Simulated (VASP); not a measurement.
Input of a VASP 6.6.1 run:

The input INCAR:

```
PREC = Accurate
ENCUT = 520
EDIFF = 1E-8
ISMEAR = -1
SIGMA = 0.05
LREAL = False
LASPH = True
NELM = 60
ALGO = Normal
ISIF = 2
LWAVE = False
LCHARG = False
GGA = CA
LEFG = True
NBANDS = 14
```

The input KPOINTS:

```
Automatic mesh
0
Gamma
  11 11 6
```

File POSCAR:

```
Na
1.0
    3.7417183499      0.0000000000      0.0000000000
   -1.8708591750      3.2404231448      0.0000000000
    0.0000000000      0.0000000000      6.1126967421
Na
2
Direct
    0.3333333333      0.6666666667      0.2500000000
    0.6666666667      0.3333333333      0.7500000000
```

Potentials or basis: VASP PAW LDA potentials, release 64 (Na_pv).

Run with:

```bash
$ cat potpaw_LDA.64/Na_pv/POTCAR > POTCAR
$ mpirun -np 1 vasp_std > vasp.out
```

(1) Predict the band gap on the k mesh.

(2) Estimate the pressure.

Answers

(1) zero (band 7 reaches 1.96 eV, above the bottom of band 8 at -2.09 eV).

(2) -0.8 GPa.

Caveat: without QUAD_EFG the Cq values of the log hold for a quadrupole moment of 1 mb, not for the nuclei.
